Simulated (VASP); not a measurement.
Here is a VASP 6.6.1 calculation.

Contents of INCAR:

```
  PREC = Accurate
  ENCUT = 500
  EDIFF = 1E-6
  ISMEAR = 0
  SIGMA = 0.1
  LREAL = F
  LASPH = T
  NELM = 120
  ALGO = Normal
  ISIF = 2
  LWAVE = F
  LCHARG = F
  GGA = PE
  NBANDS = 16
  GGA_COMPAT = F
```

KPOINTS

```
regular mesh
0
Gamma
  4 4 4
```

Contents of POSCAR:

```
HgTe
1.0
    0.0000000000      3.2145000000      3.2145000000
    3.2145000000      0.0000000000      3.2145000000
    3.2145000000      3.2145000000      0.0000000000
Hg Te
1 1
Direct
    0.0000000000      0.0000000000      0.0000000000
    0.2500000000      0.2500000000      0.2500000000
```

Potentials or basis: VASP PAW PBE potentials, release 64 (Hg, Te).

Run with:

```bash
$ cat potpaw_PBE.64/Hg/POTCAR potpaw_PBE.64/Te/POTCAR > POTCAR
$ mpirun -np 1 vasp_std > vasp.out
```

Q: What does it give for the pressure?

A: 5.1 GPa.

Q: What does it give for the band gap on the k mesh?

A: Zero (filled and empty bands touch).

Caveat: the k points lie up to 0.42 Å⁻¹ apart; semilocal functionals underestimate gaps, so a narrow gap can read as zero; spin-orbit coupling is left out, which moves the levels of the heavy elements.
